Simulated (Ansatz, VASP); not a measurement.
# SnO2: VASP beside Ansatz

INCAR

```
PREC = Accurate ; ENCUT = 520
EDIFF = 1E-6 ; ISMEAR = -1
SIGMA = 0.03 ; LREAL = F
LASPH = T ; NELM = 100
ALGO = Normal ; ISIF = 2
LWAVE = F ; LCHARG = T
LELF = T ; LVHAR = T
NBANDS = 35
```

File KPOINTS:

```
regular mesh
0
Gamma
  4 4 6
```

The input POSCAR:

```
SnO2
1.0
    4.7373500000      0.0236867500      0.0236867500
    0.0236867500      4.7373500000      0.0236867500
    0.0159320000      0.0159320000      3.1864000000
Sn O
2 4
Direct
    0.0000000000      0.0000000000      0.0000000000
    0.5000000000      0.5000000000      0.5000000000
    0.3056200000      0.3056200000      0.0000000000
    0.1943800000      0.8056200000      0.5000000000
    0.6943800000      0.6943800000      0.0000000000
    0.8056200000      0.1943800000      0.5000000000
```

Input for Ansatz:

```yaml
crystal:
  lattice:
    - [4.73735, 0.02368675, 0.02368675]
    - [0.02368675, 4.73735, 0.02368675]
    - [0.015932, 0.015932, 3.1864]
  atoms:
    - { symbol: Sn, position: [0.0, 0.0, 0.0] }
    - { symbol: Sn, position: [0.5, 0.5, 0.5] }
    - { symbol: O, position: [0.30562, 0.30562, 0.0] }
    - { symbol: O, position: [0.19438, 0.80562, 0.5] }
    - { symbol: O, position: [0.69438, 0.69438, 0.0] }
    - { symbol: O, position: [0.80562, 0.19438, 0.5] }
kpoints:
  mp_grid: { grid: [4, 4, 6] }
  band_path:
    path:
      - [0.0, 0.0, 0.0]
      - [0.4950862661, -0.4950862661, 0.0]
      - [-0.4950862661, -0.5049137339, 0.0]
      - [-0.5, -0.5, 0.0]
      - [0.0, 0.0, 0.0]
      - [-0.5, -0.5, -0.5]
      - [-0.4877808187, -0.5122191813, -0.5]
      - [0.4877808187, -0.4877808187, -0.5]
      - [0.0, 0.0, -0.5]
    npoints: 5
scf:
  occupations: { method: fermi_dirac, width: 0.03 }
hamiltonian:
  xc: lda
  pseudopotentials: { kind: all_electron, lapw: { basis_error: 0.001 } }
output:
  forces: true
  stress: true
  eigenvalues: true
```

Change from the starting cell: equal xy, yz and zx shear strains of +1 %.

Alike in both runs: task single point; functional LDA; k mesh 4 × 4 × 6; occupations fermi-dirac, width 0.03 eV; no spin polarisation.

|  | VASP | Ansatz |
| --- | --- | --- |
| version | VASP 6.6.1 | Ansatz 0.2.0 |
| potentials or method | VASP PAW LDA potentials, release 64 (Sn_d, O), cutoff 520 eV | all-electron LAPW, scalar-relativistic |

```csv
,VASP,Ansatz,Ansatz less VASP
gap on the k mesh at the Fermi level (eV),1.14,1.11,-0.030
pressure (GPa),0.1,-0.8,-0.92
"traceless stress, the component that is largest in VASP (GPa)",-2.05,-2.03,+0.018
rms of the force components (eV/Å),0.047,0.051,+0.0044
```

LDA's correlation is that of Perdew and Zunger in VASP and of Perdew and Wang (1992) in Ansatz. Atom by atom the forces differ by 0.011 eV/Å (rms over components). Ansatz ran all-electron here, and VASP with PAW potentials.
